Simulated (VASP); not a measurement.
# Ca in VASP: further runs

The runs below take Ca through single point, with PBEsol.

Program: VASP 6.6.1. These are calculated values, not measurements. Logs are shortened: lines on timing, memory, paths and dates and some standing lists are left out, and cuts for length are marked.

### Step 1. The cell of the first run

Symmetry: R-3m, No. 166, trigonal system. Conventional cell: a = 3.790 Å, b = 3.790 Å, c = 9.574 Å, α = 90.00°, β = 90.00°, γ = 120.00°. Ca (site symmetry -3m) has 12 Ca at 3.79 to 3.87 Å within 5.0 Å.

### Step 2. Single point, PBEsol (strained)

The input, INCAR:

```
PREC = Accurate ; ENCUT = 520
EDIFF = 1E-6 ; ISMEAR = 0
SIGMA = 0.1 ; LREAL = False
LASPH = True ; NELM = 100
ALGO = Normal ; ISIF = 2
LWAVE = False ; LCHARG = True
GGA = PS ; LELF = True
LVHAR = True ; NBANDS = 11
```

The input, KPOINTS:

```
Automatic mesh
0
Gamma
  12 12 12
```

The input, POSCAR:

```
Ca
1.0
    0.0000000000      2.6800010460      2.6800010460
    2.7358850460     -0.0558840000      2.7358850460
    2.6800010460      2.6800010460      0.0000000000
Ca
1
Direct
    0.0000000000      0.0000000000      0.0000000000
```

Potentials or basis: VASP PAW PBE potentials, release 64 (Ca_sv).

On the command line:

```console
$ cat potpaw_PBE.64/Ca_sv/POTCAR > POTCAR
$ mpirun -np 1 vasp_std > vasp.out
```

OUTCAR:

```text
PREC = Accurate
   ENCUT = 520
   EDIFF = 1E-6
   ISMEAR = 0
   LREAL = False
   LASPH = True
   NELM = 100
   ISIF = 2
   GGA = PS

 ion  position               nearest neighbor table
   1  0.000  0.000  0.000-

  LATTYP: Found a trigonal (rhomboedric) cell.
 ALAT       =     3.8695292984
 COS(alpha) =     0.5203177498

  Lattice vectors:

 A1 = (   0.0558840000,  -2.7358850460,   2.7358850460)
 A2 = (   2.7358850460,  -2.7358850460,   0.0558840000)
 A3 = (   2.7358850460,  -0.0558840000,   2.7358850460)

Analysis of symmetry for initial positions (statically):
=====================================================================
 Subroutine PRICEL returns:
 Original cell was already a primitive cell.

 Routine SETGRP: Setting up the symmetry group for a
 trigonal (rhombohedral) supercell.

 Subroutine GETGRP returns: Found 12 space group operations
 (whereof 12 operations were pure point group operations)
 out of a pool of 12 trial point group operations.

The static configuration has the point symmetry D_3d.

Analysis of symmetry for dynamics (positions and initial velocities):
=====================================================================
 Subroutine PRICEL returns:
 Original cell was already a primitive cell.

 Routine SETGRP: Setting up the symmetry group for a
 trigonal (rhombohedral) supercell.

 Subroutine GETGRP returns: Found 12 space group operations
 (whereof 12 operations were pure point group operations)
 out of a pool of 12 trial point group operations.

The dynamic configuration has the point symmetry D_3d.

 Subroutine INISYM returns: Found 12 space group operations
 (whereof 12 operations are pure point group operations),
 and found     1 'primitive' translations

----------------------------------------------------------------------------------------

                                     Primitive cell

  volume of cell :      39.7019

  direct lattice vectors                    reciprocal lattice vectors
     0.000000000  2.680001046  2.680001046    -0.184680918  0.184680918  0.188453265
     2.735885046 -0.055884000  2.735885046     0.180908570 -0.180908570  0.180908570
     2.680001046  2.680001046  0.000000000     0.188453265  0.184680918 -0.184680918

  length of vectors
     3.790093826  3.869529298  3.790093826     0.322069427  0.313342836  0.322069427

  position of ions in fractional coordinates (direct lattice)
     0.000000000  0.000000000  0.000000000

  ion indices of the primitive-cell ions
   primitive index   ion index
                 1           1

----------------------------------------------------------------------------------------

 KPOINTS: Automatic mesh

Automatic generation of k-mesh.
 Grid dimensions read from file:
 generate k-points for:   12   12   12

 Generating k-lattice:

  Cartesian coordinates                     Fractional coordinates (reciprocal lattice)
    -0.015390076  0.015390076  0.015704439     0.083333333  0.000000000  0.000000000
     0.015075714 -0.015075714  0.015075714     0.000000000  0.083333333  0.000000000
     0.015704439  0.015390076 -0.015390076     0.000000000  0.000000000  0.083333333

  Length of vectors
     0.026839119  0.026111903  0.026839119

  Shift w.r.t. Gamma in fractional coordinates (k-lattice)
     0.000000000  0.000000000  0.000000000

 Subroutine IBZKPT returns following result:
 ===========================================

 Found    189 irreducible k-points:

 Following reciprocal coordinates:
            Coordinates               Weight
  0.000000  0.000000  0.000000      1.000000
  0.083333  0.000000  0.000000      6.000000
  0.166667  0.000000  0.000000      6.000000
  0.250000  0.000000  0.000000      6.000000
  0.333333 -0.000000  0.000000      6.000000
  0.416667  0.000000  0.000000      6.000000
[... 16 lines left out ...]
  0.250000  0.166667  0.000000      6.000000
  0.333333  0.166667  0.000000      6.000000
 [... further k-points ...]
   k-points           NKPTS =    189   k-points in BZ     NKDIM =    189   number of bands    NBANDS=     11
   number of dos      NEDOS =    301   number of ions     NIONS =      1
   total plane-waves  NPLWV =  23520
   dimension x,y,z NGX =    28 NGY =   30 NGZ =   28
   dimension x,y,z NGXF=    56 NGYF=   60 NGZF=   56
   ions per type =               1
   NGX,Y,Z   is equivalent  to a cutoff of  12.28, 12.89, 12.28 a.u.
   NGXF,Y,Z  is equivalent  to a cutoff of  24.56, 25.78, 24.56 a.u.
 SYSTEM =  unknown system
   PREC   = accura    normal or accurate (medium, high low for compatibility)
   ISTART =      0    job   : 0-new  1-cont  2-samecut
   ICHARG =      2    charge: 1-file 2-atom 10-const
   ISPIN  =      1    spin polarized calculation?
   LNONCOLLINEAR =      F non collinear calculations
   LSORBIT =      F    spin-orbit coupling
   LASPH  =      T    aspherical Exc in radial PAW
   ENCUT  =  520.0 eV  38.22 Ry    6.18 a.u.   7.05  7.19  7.05*2*pi/ulx,y,z
   NELM   =    100;   NELMIN=  2; NELMDL= -5     # of ELM steps
   EDIFF  = 0.1E-05   stopping-criterion for ELM
   LREAL  =      F    real-space projection
   EDIFFG = 0.1E-04   stopping-criterion for IOM
   NSW    =      0    number of steps for IOM
   IBRION =     -1    ionic relax: 0-MD 1-quasi-New 2-CG
   NFREE  =      0    steps in history (QN), initial steepest desc. (CG)
   ISIF   =      2    stress and relaxation
   ISYM   =      2    0-nonsym 1-usesym 2-fastsym
   POTIM  = 0.5000    time-step for ionic-motion
   TEBEG  =    0.0;   TEEND  =   0.0 temperature during run
   PSTRESS=    0.0 pullay stress
   NELECT =      10.0000    total number of electrons
   NUPDOWN=      -1.0000    fix difference up-down
   EMIN   =  10.00;   EMAX   =-10.00  energy-range for DOS
   EFERMI =   0.00;   METHOD = LEGACY
   ISMEAR =     0;   SIGMA  =   0.10  broadening in eV -4-tet -1-fermi 0-gaus
   EFERMI_NEDOS =   21; number of points for ismear=-14 and -15
   IALGO  =     38    algorithm
   IMIX   =      4    mixing-type and parameters
     AMIX     =   0.40;   BMIX     =  1.00
     AMIX_MAG =   1.60;   BMIX_MAG =  1.00
  volume/ion in A,a.u.               =      39.70       267.92
  Fermi-wavevector in a.u.,A,eV,Ry     =   1.033883  1.953755 14.543448  1.068913
  Thomas-Fermi vector in A             =   2.168151
   LORBIT       =      0    0 simple, 1 ext, 2 COOP (PROOUT), +10 PAW based schemes
   GGA     = PS    functional components
   LHFCALC =     F    Hartree Fock is set to
   AEXX    =    0.0000 exact exchange contribution
   IVDW    =     0    specifies the selected vdW correction
   LEPSILON=     F    determine dielectric tensor
   LRPA    =     F    only Hartree local field effects (RPA)
 non-spin polarized calculation
 Gauss-broadening in eV      SIGMA  =   0.10
  energy-cutoff  :      520.00
  volume of cell :       39.70
 maximum number of plane-waves:      1082
   NGX = 15   NGY = 15   NGZ = 15

 number of electron      10.0000000 magnetization

 Free energy of the ion-electron system (eV)
  ---------------------------------------------------
  ext. energy  EPLUGINS =         0.00000000
  ---------------------------------------------------
  free energy    TOTEN  =        -2.13203121 eV

  energy without entropy =       -2.12379753  energy(sigma->0) =       -2.12791437

 E-fermi :   2.1351     XC(G=0):  -8.0060

 val. band max:        2.1300573852   @ k =  -0.4167   0.0000   0.2500
 cond. band min:       2.1366581734   @ k =  -0.3333   0.4167   0.0833
 fundamental gap:      0.0066007883
 Fermi energy:         2.1351260200

 k-point     1 :       0.0000    0.0000    0.0000
  band No.  band energies     occupation
      1     -39.5648      2.00000
      2     -20.5487      2.00000
      3     -20.5487      2.00000
      4     -20.5455      2.00000
      5      -2.0078      2.00000
      6       4.3997      0.00000
      7       4.6050      0.00000
      8       4.6050      0.00000
      9       5.7075      0.00000
     10       5.7075      0.00000
     11      11.4946      0.00000

 k-point     2 :       0.0833    0.0000    0.0000
  band No.  band energies     occupation
      1     -39.5635      2.00000
      2     -20.5610      2.00000
      3     -20.5506      2.00000
      4     -20.5472      2.00000
      5      -1.8805      2.00000
      6       4.4015      0.00000
      7       4.5116      0.00000
      8       4.6624      0.00000
      9       5.6566      0.00000
     10       5.6611      0.00000
     11      11.6789      0.00000

 k-point     3 :       0.1667    0.0000    0.0000
  band No.  band energies     occupation
      1     -39.5599      2.00000
      2     -20.5948      2.00000
      3     -20.5558      2.00000
      4     -20.5513      2.00000
      5      -1.5084      2.00000
      6       4.0817      0.00000
      7       4.5663      0.00000
      8       4.7824      0.00000
      9       5.5804      0.00000
     10       5.5940      0.00000
     11      11.3800      0.00000

 k-point     4 :       0.2500    0.0000    0.0000
  band No.  band energies     occupation
      1     -39.5550      2.00000
      2     -20.6407      2.00000
      3     -20.5629      2.00000
      4     -20.5568      2.00000
      5      -0.9215      2.00000
      6       3.6071      0.00000
      7       4.5682      0.00000
      8       4.7980      0.00000
      9       5.6662      0.00000
     10       5.7081      0.00000
     11      10.0267      0.00000
[... 239 lines left out ...]
 k-point    22 :       0.1667    0.1667    0.0000
  band No.  band energies     occupation
      1     -39.5586      2.00000
      2     -20.5921      2.00000
      3     -20.5643      2.00000
      4     -20.5623      2.00000
      5      -1.3548      2.00000
      6       3.9316      0.00000
      7       4.7460      0.00000
      8       4.8818      0.00000
      9       5.0658      0.00000
     10       5.8756      0.00000
     11      12.1011      0.00000

 k-point    23 :       0.2500    0.1667    0.0000
  band No.  band energies     occupation
      1     -39.5547      2.00000
      2     -20.6268      2.00000
      3     -20.5727      2.00000
      4     -20.5649      2.00000
      5      -0.9157      2.00000
      6       3.6595      0.00000
      7       4.6202      0.00000
      8       5.0291      0.00000
      9       5.0440      0.00000
     10       5.9596      0.00000
     11      11.1157      0.00000

 k-point    24 :       0.3333    0.1667    0.0000
  band No.  band energies     occupation
      1     -39.5501      2.00000
      2     -20.6665      2.00000
      3     -20.5803      2.00000
      4     -20.5709      2.00000
      5      -0.2861      2.00000
      6       3.2980      0.00000
      7       4.2405      0.00000
      8       5.0372      0.00000
      9       5.4508      0.00000
     10       6.1814      0.00000
     11       9.7006      0.00000

 [... further k-points ...]
[... 5 lines left out ...]
  --------------------------------------------------------------------------------------
  -------------------------------------------------------------------------------------
  Total        0.0983480      0.0983480      0.0983480      0.0757418      0.0757418     -0.0757418
  in kB        3.9688543      3.9688543      3.9688543      3.0565766      3.0565766     -3.0565766
  external PRESSURE =       3.9688543 kB  Pullay stress =       0.0000000 kB

 VOLUME and BASIS-vectors are now :
 -----------------------------------------------------------------------------
  energy-cutoff  :      520.00
  volume of cell :       39.70
      direct lattice vectors                 reciprocal lattice vectors
     0.000000000  2.680001046  2.680001046    -0.184680918  0.184680918  0.188453265
     2.735885046 -0.055884000  2.735885046     0.180908570 -0.180908570  0.180908570
     2.680001046  2.680001046  0.000000000     0.188453265  0.184680918 -0.184680918

 POSITION                                       TOTAL-FORCE (eV/Angst)
 -----------------------------------------------------------------------------------
      0.00000      0.00000      0.00000         0.000000      0.000000      0.000000
 -----------------------------------------------------------------------------------
    total drift:                               -0.000000     -0.000000     -0.000000

  FREE ENERGIE OF THE ION-ELECTRON SYSTEM (eV)
  ---------------------------------------------------
  free  energy   TOTEN  =        -2.1320312061 eV

  energy  without entropy=       -2.1237975257  energy(sigma->0) =       -2.12791437
```

Wall time 69 s (1 thread of Intel Xeon Platinum 8259CL at 2.50GHz (Skylake/Cascade Lake), shared host); peak memory 0.22 GiB.

Results:

```
Free energy            : -2.1320 eV
Pressure               : 0.4 GPa
Band gap on the k mesh : zero (bands 5 and 6 overlap by 0.39 eV)
```

Levels at points of the mesh, in eV from the Fermi level:
| k point | band 3 | band 4 | band 5 | band 6 | band 7 | band 8 |
| --- | --- | --- | --- | --- | --- | --- |
| (0.00, 0.00, 0.00) | -22.68 | -22.68 | -4.14 | 2.26 | 2.47 | 2.47 |
| (0.50, 0.00, 0.00) | -22.71 | -22.70 | -1.00 | -0.06 | 2.15 | 2.38 |
| (0.00, 0.50, 0.00) | -22.70 | -22.70 | -1.13 | -0.24 | 2.33 | 2.33 |
| (0.50, 0.50, 0.00) | -22.75 | -22.75 | -0.52 | 0.53 | 1.08 | 4.29 |

Caveat: the cell differs from its parent crystal (strained); the PAW data sets were made with another functional, which shifts forces and pressure a little.

### Step 3. Single point, PBEsol (strained)

The input, INCAR:

```
SYSTEM = Ca
PREC = Accurate
ENCUT = 520
EDIFF = 1E-6
ISMEAR = 0
SIGMA = 0.1
LREAL = .False.
LASPH = .True.
NELM = 100
ALGO = Fast
ISIF = 2
LWAVE = .False.
LCHARG = .False.
GGA = PS
NBANDS = 11
```

The input, KPOINTS:

```
regular mesh
0
Gamma
  12 12 12
  0 0 0
```

The input, POSCAR:

```
Ca
1.0
   -0.0373863960      2.8064385960      2.8083945360
    2.7710081400      0.0000000000      2.7710081400
    2.7895057440      2.7875498040     -0.0184976040
Ca
1
Direct
    0.0000000000      0.0000000000      0.0000000000
```

Potentials or basis: VASP PAW PBE potentials, release 64 (Ca_sv).

On the command line:

```console
$ cat potpaw_PBE.64/Ca_sv/POTCAR > POTCAR
$ mpirun -np 1 vasp_std > vasp.out
```

OUTCAR:

```text
SYSTEM = Ca
   PREC = Accurate
   ENCUT = 520
   EDIFF = 1E-6
   ISMEAR = 0
   LREAL = .False.
   LASPH = .True.
   NELM = 100
   ISIF = 2
   GGA = PS

 ion  position               nearest neighbor table
   1  0.000  0.000  0.000-

  LATTYP: Found a base centered monoclinic cell.
 ALAT       =     6.8448156472
 B/A-ratio  =     0.5725205024
 C/A-ratio  =     0.5840732654
 COS(beta)  =    -0.5763093664

  Lattice vectors:

 A1 = (  -0.0184976040,  -2.7875498040,   2.7895057440)
 A2 = (  -2.7895057440,  -2.7875498040,   0.0184976040)
 A3 = (   2.8268921400,  -0.0188887920,  -2.8268921400)
[... 512 lines left out ...]
      5      -0.6711      2.00000
      6       2.8507      0.00000
      7       3.7919      0.00000
      8       4.3719      0.00000
      9       4.9307      0.00000
     10       5.4817      0.00000
     11       8.4602      0.00000

 [... further k-points ...]
[... 5 lines left out ...]
  --------------------------------------------------------------------------------------
  -------------------------------------------------------------------------------------
  Total       -0.3257512     -0.3270146     -0.3257512      0.0241106     -0.0241106      0.0662704
  in kB      -11.9107151    -11.9569073    -11.9107151      0.8815745     -0.8815747      2.4231007
  external PRESSURE =     -11.9261125 kB  Pullay stress =       0.0000000 kB

 VOLUME and BASIS-vectors are now :
 -----------------------------------------------------------------------------
  energy-cutoff  :      520.00
  volume of cell :       43.82
      direct lattice vectors                 reciprocal lattice vectors
    -0.037386396  2.806438596  2.808394536    -0.176279429  0.177572873  0.176279429
     2.771008140  0.000000000  2.771008140     0.179842498 -0.178767364  0.181036990
     2.789505744  2.787549804 -0.018497604     0.177473921  0.179961856 -0.177473921

 POSITION                                       TOTAL-FORCE (eV/Angst)
 -----------------------------------------------------------------------------------
      0.00000      0.00000      0.00000         0.000000      0.000000     -0.000000
 -----------------------------------------------------------------------------------
    total drift:                               -0.000000     -0.000000      0.000000

  FREE ENERGIE OF THE ION-ELECTRON SYSTEM (eV)
  ---------------------------------------------------
  free  energy   TOTEN  =        -2.1227089319 eV

  energy  without entropy=       -2.1146649447  energy(sigma->0) =       -2.11868694
```

OSZICAR:

```text
N       E                     dE             d eps       ncg     rms          rms(c)
DAV:   1     0.656543838952E+02    0.65654E+02   -0.49368E+03 10472   0.813E+02
DAV:   2    -0.570843475303E+00   -0.66225E+02   -0.65603E+02 11444   0.207E+02
DAV:   3    -0.206233359646E+01   -0.14915E+01   -0.14753E+01 15811   0.302E+01
DAV:   4    -0.212791411114E+01   -0.65581E-01   -0.65340E-01 13650   0.497E+00
DAV:   5    -0.212917546623E+01   -0.12614E-02   -0.12609E-02 14591   0.600E-01    0.231E+00
RMM:   6    -0.212487649608E+01    0.42990E-02   -0.61370E-03 11134   0.986E-01    0.142E+00
RMM:   7    -0.212259231996E+01    0.22842E-02   -0.19858E-02 11868   0.187E+00    0.107E-01
RMM:   8    -0.212261942830E+01   -0.27108E-04   -0.37111E-03 12846   0.547E-01    0.275E-02
RMM:   9    -0.212267977030E+01   -0.60342E-04   -0.86151E-04 14927   0.245E-01    0.302E-02
RMM:  10    -0.212270833446E+01   -0.28564E-04   -0.13604E-04 15723   0.109E-01    0.332E-02
RMM:  11    -0.212270706967E+01    0.12648E-05   -0.10371E-04 14752   0.906E-02    0.187E-02
RMM:  12    -0.212270854723E+01   -0.14776E-05   -0.16795E-05 16117   0.356E-02    0.130E-02
RMM:  13    -0.212270893186E+01   -0.38464E-06   -0.28535E-06 11407   0.122E-02
   1 F= -.21227089E+01 E0= -.21186869E+01  d E =-.804399E-02
```

stdout:

```text
POSCAR found type information on POSCAR Ca
 POSCAR found :  1 types and       1 ions
 scaLAPACK will be used
 -----------------------------------------------------------------------------
|                                                                             |
|                                                                             |
|     You enforced a specific xc type in the INCAR file but a different       |
|     I HOPE YOU KNOW WHAT YOU ARE DOING!                                     |
|                                                                             |
 -----------------------------------------------------------------------------

 LDA part: xc-table for (Slater+PW92), standard interpolation
 POSCAR, INCAR and KPOINTS ok, starting setup
 FFT: planning ... GRIDC
 FFT: planning ... GRID_SOFT
 FFT: planning ... GRID
 WAVECAR not read
 entering main loop
WARNING in EDDRMM: call to ZHEGV failed, returncode =   8  4      5
WARNING in EDDRMM: call to ZHEGV failed, returncode =   6  3     10
WARNING in EDDRMM: call to ZHEGV failed, returncode =   6  3      6
WARNING in EDDRMM: call to ZHEGV failed, returncode =   6  3      5
WARNING in EDDRMM: call to ZHEGV failed, returncode =   6  3      5
WARNING in EDDRMM: call to ZHEGV failed, returncode =   6  3      7
WARNING in EDDRMM: call to ZHEGV failed, returncode =   8  4      8
WARNING in EDDRMM: call to ZHEGV failed, returncode =   6  3      5
```

It took 5.3 min on 1 thread of Intel Xeon Platinum 8259CL at 2.50GHz (Skylake/Cascade Lake), shared host; peak memory 0.35 GiB.

Results:

| Quantity | Value |
| --- | --- |
| Free energy | -2.1227 eV |
| Pressure | -1.2 GPa |
| Band gap on the k mesh | zero (bands 5 and 6 overlap by 0.47 eV) |

Stress tensor (GPa, compression positive):
```
-1.19  0.09  0.24
 0.09 -1.20 -0.09
 0.24 -0.09 -1.19
```

Levels at points of the mesh, in eV from the Fermi level:
```csv
k point,band 1,band 2,band 3,band 4,band 5,band 6,band 7,band 8,band 9,band 10
"(0.00, 0.00, 0.00)",-41.93,-22.93,-22.93,-22.93,-3.96,2.20,2.29,2.34,3.31,3.31
"(0.50, 0.00, 0.00)",-41.92,-23.04,-22.94,-22.94,-1.04,-0.24,2.16,2.23,3.94,3.97
"(0.00, 0.50, 0.00)",-41.92,-23.05,-22.95,-22.94,-0.95,-0.14,2.10,2.22,3.95,4.00
"(0.50, 0.50, 0.00)",-41.92,-23.04,-22.97,-22.97,-0.42,0.59,0.90,3.96,4.14,4.14
"(0.00, 0.00, 0.50)",-41.92,-23.05,-22.95,-22.94,-1.00,-0.19,2.11,2.24,3.93,4.00
"(0.50, 0.00, 0.50)",-41.92,-23.04,-22.97,-22.97,-0.42,0.58,0.90,3.96,4.14,4.14
```

Caveat: the cell differs from its parent crystal (strained); the PAW data sets were made with another functional, which shifts forces and pressure a little.
